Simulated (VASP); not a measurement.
Input of a VASP 6.6.1 run:

The input INCAR:

```
PREC = Accurate
ENCUT = 520
EDIFF = 1E-6
ISMEAR = 0
SIGMA = 0.05
LREAL = False
LASPH = True
NELM = 150
ALGO = Normal
ISIF = 2
LWAVE = False
LCHARG = False
ISPIN = 2
MAGMOM = 0 0 0 0 2 0 0 0 0
LORBIT = 11
LDIPOL = True
IDIPOL = 3
DIPOL = 0.5 0.5 0.353
GGA = PE
NBANDS = 32
LUSENCCL = False
```

The input KPOINTS:

```
regular mesh
0
Gamma
  9 9 1
```

The input POSCAR:

```
Si4C5
1.0
    3.0920147208      0.0000000000      0.0000000000
   -1.5460073604      2.6777632971      0.0000000000
    0.0000000000      0.0000000000     25.2337106667
C Si
5 4
Direct
    0.3333333333      0.6666666667      0.1585181051
    0.6666666667      0.3333333333      0.2590546646
    0.3333333333      0.6666666667      0.3607902149
    0.6666666667      0.3333333333      0.4623551549
    1.2222222222     -0.2222222222      0.6009306704
    0.6666666667      0.3333333333      0.1834768895
    0.3333333333      0.6666666667      0.2840134490
    0.6666666667      0.3333333333      0.3842867907
    0.3333333333      0.6666666667      0.4848161584
```

Potentials or basis: VASP PAW PBE potentials, release 64 (C, Si).

Run with:

```sh
$ cat potpaw_PBE.64/C/POTCAR potpaw_PBE.64/Si/POTCAR > POTCAR
$ mpirun -np 1 vasp_std > vasp.out
```

(1) Predict the site moments.

(2) Estimate the net moment.

Answers

(1) C -0.00, +0.00, +0.29 (each value once); Si -0.00, +0.01 (each value once) μB.

(2) 0.66 μB per cell.
